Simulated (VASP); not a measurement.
# Al2O3 (R-3c) in VASP: a series of runs

The runs below take Al2O3 through single point, with PBE.

Everything below comes from runs of VASP 6.6.1. Logs are shortened: lines on timing, memory, paths and dates and some standing lists are left out, and cuts for length are marked.

### 1 The cell of the first run

The structure is trigonal, space group R-3c (No. 167). Conventional cell: a = 4.616 Å, b = 4.616 Å, c = 12.533 Å, α = 90.00°, β = 90.00°, γ = 120.00°. Al (site symmetry 3) has 6 O at 1.80 to 1.91 Å within 2.4 Å. Within 2.8 Å of O (site symmetry 2) lie 4 Al at 1.80 to 1.91 Å and 12 O at 2.46 to 2.77 Å.

### 2 Single point, PBE (7.71 Å³/atom)

Input file INCAR:

```
SYSTEM = Al2O3
PREC = Accurate
ENCUT = 520
EDIFF = 1E-7
ISMEAR = 0
SIGMA = 0.02
LREAL = .False.
LASPH = .True.
NELM = 80
ALGO = Normal
ISIF = 2
LWAVE = .False.
LCHARG = .False.
GGA = PE
NBANDS = 35
```

Input file KPOINTS:

```
regular mesh
0
Gamma
  6 6 6
  0 0 0
```

Input file POSCAR:

```
Al2O3
1.0
    2.3079896018      1.3325184178      4.1777294820
   -2.3079896018      1.3325184178      4.1777294820
    0.0000000000     -2.6650368359      4.1777294819
Al O
4 6
Direct
    0.3519254479      0.3519254479      0.3519254479
    0.1480745521      0.1480745521      0.1480745521
    0.6480745521      0.6480745521      0.6480745521
    0.8519254479      0.8519254479      0.8519254479
    0.5573495125      0.9426504875      0.2500000000
    0.2500000000      0.5573495125      0.9426504875
    0.9426504875      0.2500000000      0.5573495125
    0.4426504875      0.0573495125      0.7500000000
    0.7500000000      0.4426504875      0.0573495125
    0.0573495125      0.7500000000      0.4426504875
```

Potentials or basis: VASP PAW PBE potentials, release 64 (Al, O).

Launch:

```sh
> cat potpaw_PBE.64/Al/POTCAR potpaw_PBE.64/O/POTCAR > POTCAR
> mpirun -np 1 vasp_std > vasp.out
```

OUTCAR:

```text
SYSTEM = Al2O3
   PREC = Accurate
   ENCUT = 520
   EDIFF = 1E-7
   ISMEAR = 0
   LREAL = .False.
   LASPH = .True.
   NELM = 80
   ISIF = 2
   GGA = PE

 ion  position               nearest neighbor table
   1  0.352  0.352  0.352-  10 1.80   8 1.80   9 1.80   5 1.91   6 1.91   7 1.91   2 2.55   3 2.71
                             3 2.71   3 2.71   2 3.12   2 3.12   2 3.12
   2  0.148  0.148  0.148-   9 1.80   8 1.80  10 1.80   5 1.91   7 1.91   6 1.91   1 2.55   4 2.71
                             4 2.71   4 2.71   1 3.12   1 3.12   1 3.12
   3  0.648  0.648  0.648-   7 1.80   5 1.80   6 1.80   8 1.91   9 1.91  10 1.91   4 2.55   1 2.71
                             1 2.71   1 2.71   4 3.12   4 3.12   4 3.12
   4  0.852  0.852  0.852-   6 1.80   5 1.80   7 1.80   8 1.91  10 1.91   9 1.91   3 2.55   2 2.71
                             2 2.71   2 2.71   3 3.12   3 3.12   3 3.12
   5  0.557  0.943  0.250-   3 1.80   4 1.80   1 1.91   2 1.91
   6  0.250  0.557  0.943-   4 1.80   3 1.80   1 1.91   2 1.91
   7  0.943  0.250  0.557-   3 1.80   4 1.80   2 1.91   1 1.91
   8  0.443  0.057  0.750-   1 1.80   2 1.80   3 1.91   4 1.91
   9  0.750  0.443  0.057-   2 1.80   1 1.80   3 1.91   4 1.91
  10  0.057  0.750  0.443-   1 1.80   2 1.80   4 1.91   3 1.91

  LATTYP: Found a trigonal (rhomboedric) cell.
 ALAT       =     4.9553854503
 COS(alpha) =     0.5661467964

  Lattice vectors:

 A1 = (   2.3079896018,   1.3325184178,   4.1777294820)
 A2 = (  -2.3079896018,   1.3325184178,   4.1777294820)
 A3 = (   0.0000000000,  -2.6650368359,   4.1777294819)

Analysis of symmetry for initial positions (statically):
=====================================================================
 Subroutine PRICEL returns:
 Original cell was already a primitive cell.

 Routine SETGRP: Setting up the symmetry group for a
 trigonal (rhombohedral) supercell.

 Subroutine GETGRP returns: Found 12 space group operations
 (whereof  6 operations were pure point group operations)
 out of a pool of 12 trial point group operations.

The static configuration has the point symmetry S_6 .
 The point group associated with its full space group is D_3d.

Analysis of symmetry for dynamics (positions and initial velocities):
=====================================================================
 Subroutine PRICEL returns:
 Original cell was already a primitive cell.

 Routine SETGRP: Setting up the symmetry group for a
 trigonal (rhombohedral) supercell.

 Subroutine GETGRP returns: Found 12 space group operations
 (whereof  6 operations were pure point group operations)
 out of a pool of 12 trial point group operations.

The dynamic configuration has the point symmetry S_6 .
 The point group associated with its full space group is D_3d.

 Subroutine INISYM returns: Found 12 space group operations
 (whereof  6 operations are pure point group operations),
 and found     1 'primitive' translations

----------------------------------------------------------------------------------------

                                     Primitive cell

  volume of cell :      77.0901

  direct lattice vectors                    reciprocal lattice vectors
     2.307989602  1.332518418  4.177729482     0.216638758  0.125076445  0.079788156
    -2.307989602  1.332518418  4.177729482    -0.216638758  0.125076445  0.079788156
     0.000000000 -2.665036836  4.177729482     0.000000000 -0.250152890  0.079788156

  length of vectors
     4.955385450  4.955385450  4.955385450     0.262569264  0.262569264  0.262569264

  position of ions in fractional coordinates (direct lattice)
     0.351925448  0.351925448  0.351925448
     0.148074552  0.148074552  0.148074552
     0.648074552  0.648074552  0.648074552
     0.851925448  0.851925448  0.851925448
     0.557349512  0.942650488  0.250000000
     0.250000000  0.557349512  0.942650488
     0.942650488  0.250000000  0.557349512
     0.442650488  0.057349512  0.750000000
     0.750000000  0.442650488  0.057349512
     0.057349512  0.750000000  0.442650488

  ion indices of the primitive-cell ions
   primitive index   ion index
                 1           1
                 2           2
                 3           3
                 4           4
                 5           5
                 6           6
                 7           7
                 8           8
                 9           9
                10          10

----------------------------------------------------------------------------------------

 KPOINTS: regular mesh

Automatic generation of k-mesh.
 Grid dimensions read from file:
 generate k-points for:    6    6    6

 Generating k-lattice:

  Cartesian coordinates                     Fractional coordinates (reciprocal lattice)
     0.036106460  0.020846074  0.013298026     0.166666667  0.000000000 -0.000000000
    -0.036106460  0.020846074  0.013298026     0.000000000  0.166666667 -0.000000000
     0.000000000 -0.041692148  0.013298026     0.000000000  0.000000000  0.166666667

  Length of vectors
     0.043761544  0.043761544  0.043761544

  Shift w.r.t. Gamma in fractional coordinates (k-lattice)
     0.000000000  0.000000000  0.000000000

 Subroutine IBZKPT returns following result:
 ===========================================

 Found     32 irreducible k-points:

 Following reciprocal coordinates:
            Coordinates               Weight
  0.000000  0.000000  0.000000      1.000000
  0.166667  0.000000 -0.000000      6.000000
  0.333333 -0.000000 -0.000000      6.000000
  0.500000 -0.000000 -0.000000      3.000000
  0.166667  0.166667 -0.000000      6.000000
  0.333333  0.166667  0.000000     12.000000
[... 16 lines left out ...]
  0.500000  0.500000  0.166667      6.000000
 -0.333333  0.500000  0.166667     12.000000
 [... further k-points ...]
   k-points           NKPTS =     32   k-points in BZ     NKDIM =     32   number of bands    NBANDS=     35
   number of dos      NEDOS =    301   number of ions     NIONS =     10
   total plane-waves  NPLWV =  64000
   dimension x,y,z NGX =    40 NGY =   40 NGZ =   40
   dimension x,y,z NGXF=    80 NGYF=   80 NGZF=   80
   ions per type =               4   6
   NGX,Y,Z   is equivalent  to a cutoff of  13.42, 13.42, 13.42 a.u.
   NGXF,Y,Z  is equivalent  to a cutoff of  26.84, 26.84, 26.84 a.u.
 SYSTEM =  Al2O3
[... 21 lines left out ...]
   NUPDOWN=      -1.0000    fix difference up-down
   EMIN   =  10.00;   EMAX   =-10.00  energy-range for DOS
   EFERMI =   0.00;   METHOD = LEGACY
   ISMEAR =     0;   SIGMA  =   0.02  broadening in eV -4-tet -1-fermi 0-gaus
   EFERMI_NEDOS =   21; number of points for ismear=-14 and -15
   IALGO  =     38    algorithm
   IMIX   =      4    mixing-type and parameters
     AMIX     =   0.40;   BMIX     =  1.00
     AMIX_MAG =   1.60;   BMIX_MAG =  1.00
  volume/ion in A,a.u.               =       7.71        52.02
  Fermi-wavevector in a.u.,A,eV,Ry     =   1.397942  2.641727 26.589060  1.954241
  Thomas-Fermi vector in A             =   2.521148
   LORBIT       =      0    0 simple, 1 ext, 2 COOP (PROOUT), +10 PAW based schemes
   GGA     = PE    functional components
   LHFCALC =     F    Hartree Fock is set to
   AEXX    =    0.0000 exact exchange contribution
   IVDW    =     0    specifies the selected vdW correction
   LEPSILON=     F    determine dielectric tensor
   LRPA    =     F    only Hartree local field effects (RPA)
 non-spin polarized calculation
 Gauss-broadening in eV      SIGMA  =   0.02
  energy-cutoff  :      520.00
  volume of cell :       77.09
 maximum number of plane-waves:      2086
 NGX is ok and might be reduce to    40
   NGX = 19   NGY = 19   NGZ = 19

 number of electron      47.9999991 magnetization

 Free energy of the ion-electron system (eV)
  ---------------------------------------------------
  ext. energy  EPLUGINS =         0.00000000
  ---------------------------------------------------
  free energy    TOTEN  =       -73.67923211 eV

  energy without entropy =      -73.67923211  energy(sigma->0) =      -73.67923211

 E-fermi :   7.4625     XC(G=0): -12.1788

 val. band max:        7.3550349876   @ k =   0.0000   0.0000   0.0000
 cond. band min:      14.7968961996   @ k =   0.0000   0.0000   0.0000
 fundamental gap:      7.4418612120
 Fermi energy:         7.4625454330

 k-point     1 :       0.0000    0.0000    0.0000
  band No.  band energies     occupation
      1     -12.7310      2.00000
      2      -9.9697      2.00000
      3      -9.6670      2.00000
      4      -9.6670      2.00000
      5      -9.3147      2.00000
      6      -9.3147      2.00000
[... 27 lines left out ...]
     34      22.2807      0.00000
     35      22.9178      0.00000

 k-point     2 :       0.1667    0.0000   -0.0000
  band No.  band energies     occupation
      1     -12.5678      2.00000
      2     -10.0738      2.00000
      3      -9.7607      2.00000
      4      -9.7041      2.00000
      5      -9.3930      2.00000
      6      -9.3215      2.00000
[... 27 lines left out ...]
     34      21.2449      0.00000
     35      22.4206      0.00000

 k-point     3 :       0.3333   -0.0000   -0.0000
  band No.  band energies     occupation
      1     -12.1011      2.00000
      2     -10.6427      2.00000
      3      -9.7426      2.00000
      4      -9.6945      2.00000
      5      -9.5593      2.00000
      6      -9.3899      2.00000
[... 27 lines left out ...]
     34      21.4512      0.00000
     35      21.6717      0.00000

 k-point     4 :       0.5000   -0.0000   -0.0000
  band No.  band energies     occupation
      1     -11.4084      2.00000
      2     -11.4084      2.00000
      3      -9.6984      2.00000
      4      -9.6984      2.00000
      5      -9.5345      2.00000
      6      -9.5345      2.00000
[... 27 lines left out ...]
     34      20.6913      0.00000
     35      21.2274      0.00000

 k-point     5 :       0.1667    0.1667   -0.0000
  band No.  band energies     occupation
      1     -12.5227      2.00000
      2     -10.0763      2.00000
      3      -9.8114      2.00000
      4      -9.7006      2.00000
      5      -9.4705      2.00000
      6      -9.2942      2.00000
[... 638 lines left out ...]
 k-point    22 :      -0.1667    0.3333    0.1667
  band No.  band energies     occupation
      1     -11.7265      2.00000
      2     -10.6182      2.00000
      3     -10.1467      2.00000
      4      -9.9751      2.00000
      5      -9.5457      2.00000
      6      -9.3626      2.00000
[... 27 lines left out ...]
     34      21.3778      0.00000
     35      21.7855      0.00000

 k-point    23 :       0.5000    0.5000    0.1667
  band No.  band energies     occupation
      1     -11.5463      2.00000
      2     -10.7182      2.00000
      3     -10.3293      2.00000
      4     -10.0359      2.00000
      5      -9.5824      2.00000
      6      -9.2527      2.00000
[... 27 lines left out ...]
     34      21.4422      0.00000
     35      21.9102      0.00000

 k-point    24 :      -0.3333    0.5000    0.1667
  band No.  band energies     occupation
      1     -11.2161      2.00000
      2     -10.7753      2.00000
      3     -10.5116      2.00000
      4     -10.2387      2.00000
      5      -9.5195      2.00000
      6      -9.2749      2.00000
[... 27 lines left out ...]
     34      21.4198      0.00000
     35      21.8991      0.00000

 [... further k-points ...]

------------------------ aborting loop because EDIFF is reached ----------------------------------------

  FORCE on cell =-STRESS in cart. coord.  units (eV):
  Direction    XX          YY          ZZ          XY          YZ          ZX
  --------------------------------------------------------------------------------------
  -------------------------------------------------------------------------------------
  Total       18.2901063     18.2901063     18.2928186     -0.0000000      0.0000000      0.0000000
  in kB      380.1265269    380.1265269    380.1828978     -0.0000000      0.0000000      0.0000000
  external PRESSURE =     380.1453172 kB  Pullay stress =       0.0000000 kB

 VOLUME and BASIS-vectors are now :
 -----------------------------------------------------------------------------
  energy-cutoff  :      520.00
  volume of cell :       77.09
      direct lattice vectors                 reciprocal lattice vectors
     2.307989602  1.332518418  4.177729482     0.216638758  0.125076445  0.079788156
    -2.307989602  1.332518418  4.177729482    -0.216638758  0.125076445  0.079788156
     0.000000000 -2.665036836  4.177729482     0.000000000 -0.250152890  0.079788156

 POSITION                                       TOTAL-FORCE (eV/Angst)
 -----------------------------------------------------------------------------------
      0.00000     -0.00000      4.41075         0.000000      0.000000     -0.006081
      0.00000     -0.00000      1.85585         0.000000     -0.000000      0.006081
      0.00000     -0.00000      8.12244         0.000000     -0.000000      0.006081
      0.00000     -0.00000     10.67734         0.000000      0.000000     -0.006081
     -0.88927      1.33252      7.31103        -0.001715      0.000000     -0.000000
     -0.70936     -1.43639      7.31103         0.000858     -0.001486     -0.000000
      1.59863      0.10387      7.31103         0.000858      0.001486      0.000000
      0.88927     -1.33252      5.22216         0.001715      0.000000      0.000000
      0.70936      1.43639      5.22216        -0.000858      0.001486      0.000000
     -1.59863     -0.10387      5.22216        -0.000858     -0.001486     -0.000000
 -----------------------------------------------------------------------------------
    total drift:                                0.000000      0.000000     -0.000000

  FREE ENERGIE OF THE ION-ELECTRON SYSTEM (eV)
  ---------------------------------------------------
  free  energy   TOTEN  =       -73.6792321140 eV

  energy  without entropy=      -73.6792321140  energy(sigma->0) =      -73.67923211
```

It took 59 s on 1 thread of Intel Xeon 6975P-C (Granite Rapids), shared host; peak memory 0.25 GiB.

Results:

- Free energy: -73.6792 eV
- Pressure: 38.0 GPa
- Largest force: 0.006 eV/Å
- Band gap on the k mesh: 7.44 eV

Forces in eV/Å, atoms in the order of the input:
```
Al   0.000  0.000 -0.006
Al   0.000  0.000  0.006
Al   0.000  0.000  0.006
Al   0.000  0.000 -0.006
O   -0.002  0.000  0.000
O    0.001 -0.001  0.000
O    0.001  0.001  0.000
O    0.002  0.000  0.000
O   -0.001  0.001  0.000
O   -0.001 -0.001  0.000
```

Caveat: the cell stands under pressure. A k mesh can miss the band edges.

### 3 Single point, PBE (8.23 Å³/atom)

This run uses another cell than the first one, of 8.23 Å³/atom.

Input file INCAR:

```
PREC = Accurate ; ENCUT = 520
EDIFF = 1E-6 ; ISMEAR = 0
SIGMA = 0.02 ; LREAL = False
LASPH = True ; NELM = 100
ALGO = Normal ; ISIF = 2
LWAVE = False ; LCHARG = False
GGA = PE ; NBANDS = 35
```

Input file KPOINTS:

```
regular mesh
0
Gamma
  6 6 6
```

Input file POSCAR:

```
Al2O3
1.0
    2.3573806463      1.3610343507      4.2775369003
   -2.3573806463      1.3610343507      4.2775369003
    0.0000000000     -2.7220687014      4.2775369003
Al O
4 6
Direct
    0.3520633202      0.3520633202      0.3520633202
    0.1479366798      0.1479366798      0.1479366798
    0.6479366798      0.6479366798      0.6479366798
    0.8520633202      0.8520633202      0.8520633202
    0.5566963411      0.9433036589      0.2500000000
    0.2500000000      0.5566963411      0.9433036589
    0.9433036589      0.2500000000      0.5566963411
    0.4433036589      0.0566963411      0.7500000000
    0.7500000000      0.4433036589      0.0566963411
    0.0566963411      0.7500000000      0.4433036589
```

Potentials or basis: VASP PAW PBE potentials, release 64 (Al, O).

Launch:

```sh
> cat potpaw_PBE.64/Al/POTCAR potpaw_PBE.64/O/POTCAR > POTCAR
> mpirun -np 1 vasp_std > vasp.out
```

Wall time 60 s (1 thread of Intel Xeon 6975P-C (Granite Rapids), shared host); peak memory 0.25 GiB.

The run converged. Its results:

* Free energy: -74.5566 eV
* Pressure: 16.0 GPa
* Largest force: 0.004 eV/Å
* Band gap on the k mesh: 6.60 eV

Forces in eV/Å, atoms in the order of the input:
```
Al   0.000  0.000  0.000
Al   0.000  0.000  0.000
Al   0.000  0.000  0.000
Al   0.000  0.000  0.000
O    0.004  0.000  0.000
O   -0.002  0.003  0.000
O   -0.002 -0.003  0.000
O   -0.004  0.000  0.000
O    0.002 -0.003  0.000
O    0.002  0.003  0.000
```

Stress tensor (GPa, compression positive):
```
16.00  0.00  0.00
 0.00 16.00  0.00
 0.00  0.00 16.08
```

Levels at points of the mesh, in eV from the valence-band top:
```tsv
k point	band 21	band 22	band 23	band 24	band 25	band 26	band 27	band 28
(0.00, 0.00, 0.00)	-0.55	-0.08	-0.08	0.00	6.60	9.34	11.14	11.82
(0.50, 0.00, 0.00)	-0.98	-0.98	-0.31	-0.31	9.75	9.75	10.00	10.00
(0.50, 0.50, 0.00)	-1.10	-0.98	-0.79	-0.29	9.74	10.11	10.24	10.70
(0.50, 0.50, 0.50)	-0.44	-0.44	-0.44	-0.44	8.99	8.99	11.35	11.35
```

Caveat: the cell stands under pressure. A k mesh can miss the band edges.

### 4 Single point, PBE (8.50 Å³/atom)

This run uses another cell than the first one, of 8.50 Å³/atom.

Input file INCAR:

```
ALGO = Normal ; EDIFF = 1E-7
ENCUT = 520 ; GGA = PE
ISIF = 2 ; ISMEAR = 0
LASPH = True ; LCHARG = False
LREAL = False ; LWAVE = False
NBANDS = 35 ; NELM = 60
PREC = Accurate ; SIGMA = 0.02
```

Input file KPOINTS:

```
k-points
0
Gamma
  6 6 6
```

Input file POSCAR:

```
Al2O3
1.0
    2.3809913309      1.3746659858      4.3269456932
   -2.3809913309      1.3746659858      4.3269456932
    0.0000000000     -2.7493319717      4.3269456932
Al O
4 6
Direct
    0.3520993560      0.3520993560      0.3520993560
    0.1479006440      0.1479006440      0.1479006440
    0.6479006440      0.6479006440      0.6479006440
    0.8520993560      0.8520993560      0.8520993560
    0.5564351758      0.9435648242      0.2500000000
    0.2500000000      0.5564351758      0.9435648242
    0.9435648242      0.2500000000      0.5564351758
    0.4435648242      0.0564351758      0.7500000000
    0.7500000000      0.4435648242      0.0564351758
    0.0564351758      0.7500000000      0.4435648242
```

Launch:

```sh
> cat potpaw_PBE.64/Al/POTCAR potpaw_PBE.64/O/POTCAR > POTCAR
> mpirun -np 1 vasp_std > vasp.out
```

Run time: 61 s. Hardware: 1 thread of Intel Xeon 6975P-C (Granite Rapids), shared host; peak memory 0.25 GiB.

Results (log left out):

```
Free energy            : -74.7506 eV
Pressure               : 7.3 GPa
Band gap on the k mesh : 6.22 eV
```

Forces on the atoms (eV/Å):
```
Al   0.000  0.000  0.002
Al   0.000  0.000 -0.002
Al   0.000  0.000 -0.002
Al   0.000  0.000  0.002
O    0.002  0.000  0.000
O   -0.001  0.001  0.000
O   -0.001 -0.001  0.000
O   -0.002  0.000  0.000
O    0.001 -0.001  0.000
O    0.001  0.001  0.000
```

Levels at points of the mesh, in eV from the valence-band top:
| k point | band 22 | band 23 | band 24 | band 25 | band 26 | band 27 |
| --- | --- | --- | --- | --- | --- | --- |
| (0.00, 0.00, 0.00) | -0.05 | -0.05 | 0.00 | 6.22 | 9.12 | 10.74 |
| (0.50, 0.00, 0.00) | -0.91 | -0.28 | -0.28 | 9.46 | 9.46 | 9.64 |
| (0.50, 0.50, 0.00) | -0.92 | -0.74 | -0.26 | 9.62 | 9.73 | 9.93 |
| (0.50, 0.50, 0.50) | -0.39 | -0.39 | -0.39 | 8.67 | 8.67 | 11.09 |

Caveat: the cell stands under pressure. A k mesh can miss the band edges.

### 5 Overview

| cell | gap on the mesh (eV) | pressure (GPa) |
| --- | --- | --- |
| a = 4.955 Å, angles 55.5°, 10 atoms, atomic positions A | 7.44 | 38.0 |
| a = 5.070 Å, angles 55.4°, 10 atoms, atomic positions B | 6.60 | 16.0 |
| a = 5.127 Å, angles 55.3°, 10 atoms, atomic positions C | 6.22 | 7.3 |

Alike in all rows: task single point; level PBE; potentials or basis VASP PAW PBE potentials, release 64 (Al, O); no spin polarisation; k mesh 6 × 6 × 6; cutoff (eV) 520; smearing gaussian 0.02 eV.

Caveats: the cell stands under pressure.

Absolute energies hang on the potentials; compare differences alone.
